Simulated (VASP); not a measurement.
Input of a VASP 6.6.1 run:

The input INCAR:

```
SYSTEM = W
PREC     = Accurate       ! precision mode
ENCUT    = 500            ! plane-wave cutoff, eV
EDIFF    = 1E-7           ! SCF threshold, eV
ISMEAR   = -1             ! smearing method
SIGMA    = 0.05           ! smearing width, eV
LREAL    = .False.        ! projectors in reciprocal space
LASPH    = .True.         ! aspherical terms in the spheres
NELM     = 120            ! most SCF steps
ALGO     = Normal         ! electronic algorithm
ISIF     = 8              ! what is computed and relaxed
LWAVE    = .False.        ! write WAVECAR
LCHARG   = .False.        ! write CHGCAR
GGA      = PS             ! functional
IBRION   = 2              ! ionic algorithm
NSW      = 80             ! ionic steps
EDIFFG   = -0.02          ! ionic threshold
GGA_COMPAT= .False.      
NELMIN   = 4
```

KPOINTS

```
regular mesh
0
Gamma
  6 6 6
  0 0 0
```

The input POSCAR:

```
W
1.0
    3.9900000000      0.0000000000      0.0000000000
    0.0000000000      3.9900000000      0.0000000000
    0.0000000000      0.0000000000      3.9900000000
W
4
Direct
    0.0000000000      0.0000000000      0.0000000000
    0.0000000000      0.5000000000      0.5000000000
    0.5000000000      0.0000000000      0.5000000000
    0.5000000000      0.5000000000      0.0000000000
```

Potentials or basis: VASP PAW PBE potentials, release 64 (W_sv).

Run with:

```console
$ cat potpaw_PBE.64/W_sv/POTCAR > POTCAR
$ mpirun -np 1 vasp_std > vasp.out
```

Question: Predict the space group after relaxing (to 0.1 Å).

Answer: Fm-3m (No. 225).

Question: Predict the band gap on the k mesh.

Answer: Zero (bands 28 and 29 overlap by 3.08 eV).

Question: Predict the relaxed cell.

Answer: a = 4.000 Å, b = 4.000 Å, c = 4.000 Å, α = 90.00°, β = 90.00°, γ = 90.00°.

Final structure:
```xyz
4
Lattice="3.9998 0.0000 0.0000 0.0000 3.9998 0.0000 0.0000 0.0000 3.9998" Properties=species:S:1:pos:R:3 pbc="T T T"
W     0.0000    0.0000    0.0000
W     0.0000    1.9999    1.9999
W     1.9999    0.0000    1.9999
W     1.9999    1.9999    0.0000
```

Caveat: spin-orbit coupling is left out, which moves the levels of the heavy elements.
